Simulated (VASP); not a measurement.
A run of VASP 6.6.1:

File POSCAR:

```
GaN
1.0
    0.0000000000      2.2264630157      2.2727256636
    2.2264630157      0.0000000000      2.2727256636
    2.2264630157      2.2264630157      0.0000000000
Ga N
1 1
Direct
    0.0000000000      0.0000000000      0.0000000000
    0.2500000000      0.2500000000      0.2500000000
```

INCAR.step1

```
  PREC = Accurate
  ENCUT = 520
  ISMEAR = 0
  SIGMA = 0.01
  LREAL = F
  LASPH = T
  NELM = 60
  NBANDS = 16
  GGA = PE
  ALGO = Normal
  EDIFF = 1E-4
  LWAVE = T
  LCHARG = F
```

The input INCAR.step2:

```
  PREC = Accurate
  ENCUT = 520
  EDIFF = 1E-6
  ISMEAR = 0
  SIGMA = 0.01
  LREAL = F
  LASPH = T
  NELM = 60
  ALGO = Normal
  ISIF = 2
  LWAVE = F
  LCHARG = F
  METAGGA = R2SCAN
  LMIXTAU = T
  NBANDS = 16
  ISTART = 1
```

The input KPOINTS:

```
Automatic mesh
0
Gamma
  10 10 10
```

Potentials or basis: VASP PAW PBE potentials, release 64 (Ga_d, N).

The run is started by

```sh
$ cat potpaw_PBE.64/Ga_d/POTCAR potpaw_PBE.64/N/POTCAR > POTCAR
$ cp INCAR.step1 INCAR
$ mpirun -np 1 vasp_std > vasp.out
$ cp INCAR.step2 INCAR
$ mpirun -np 1 vasp_std > vasp.out
```

Hardware: 1 thread of Intel Xeon 8259CL, with other jobs on the host.

Task: Estimate the wall time of this run.

Result: Wall time 3 min on 1 thread of Intel Xeon 8259CL, with other jobs on the host, peak memory 0.17 GiB. Counts: k points 102.
